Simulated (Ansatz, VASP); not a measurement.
## One calculation of C, two programs

```
C
1.0
     0.00000    2.06319    3.34800
     1.19116    0.00000    3.34800
     1.19116    2.06319    0.00000
C
2
Direct
  0.16667 0.83333 0.16667
  0.83333 0.16667 0.83333
```

Change from the starting cell: strain -0.030 along x and y, +0.000 along z, atoms carried along.

Alike in both runs: task single point; functional LDA; k mesh 14 × 14 × 14; occupations gaussian, width 0.05 eV; no spin polarisation.

```csv
,VASP,Ansatz
version,VASP 6.6.1,Ansatz 0.2.0
potentials or method,"VASP PAW LDA potentials, release 64 (C), cutoff 520 eV","scalar-relativistic, plane waves, PAW"
valence electrons in the cell,8,8
```

```csv
,VASP,Ansatz,Ansatz less VASP
gap on the k mesh at the Fermi level (eV),0.45,0.45,+0.002
least direct gap on the mesh (eV),0.55,0.55,+0.002
pressure (GPa),25.9,25.1,-0.82
"traceless stress, the component that is largest in VASP (GPa)",-25.98,-25.02,+0.957
rms of the force components (eV/Å),0.018,0.018,0.0000
```

LDA's correlation is that of Perdew and Zunger in VASP and of Perdew and Wang (1992) in Ansatz. Atom by atom the forces differ by 0.000 eV/Å (rms over components).
